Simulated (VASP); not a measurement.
# Ge: single point with PBEsol

Crystal: Ge.

```
Ge
1.0
     0.00000    2.83786    2.83786
     2.83786    0.00000    2.83786
     2.83786    2.83786    0.00000
Ge
2
Direct
  0.00000 0.00000 0.00000
  0.25000 0.25000 0.25000
```

| Item | Value |
| --- | --- |
| Program | VASP 6.6.1 |
| Task | single point |
| Functional | PBEsol |
| Potentials or basis | VASP PAW PBE potentials, release 64 (Ge_d) |
| Cutoff | 500 eV |
| k mesh | 12 × 12 × 12 |
| Occupations | gaussian, width 0.1 eV |
| Spin | non-collinear spin, zero start, spin-orbit coupling |
| Starting moments | [[0.0, 0.0, 0.0], [0.0, 0.0, 0.0]] μB |
| Dipole correction | no |
| Further INCAR settings | ALGO = Normal; EDIFF = 1e-06; NBANDS = 40 |

* Pressure: -0.2 GPa
* Net moment: 0.00 μB per cell
* Valence electrons inside the program's atomic spheres: Ge 12.40

Moments on the atoms (μB; x, y, z):
```
Ge  0.00 0.00 0.00
Ge  0.00 0.00 0.00
```

It took 6.3 min on 1 thread of Intel Xeon 8259CL (shared host), peak memory 0.37 GiB.

Caveat: the PAW data sets were made with another functional, which shifts forces and pressure a little.
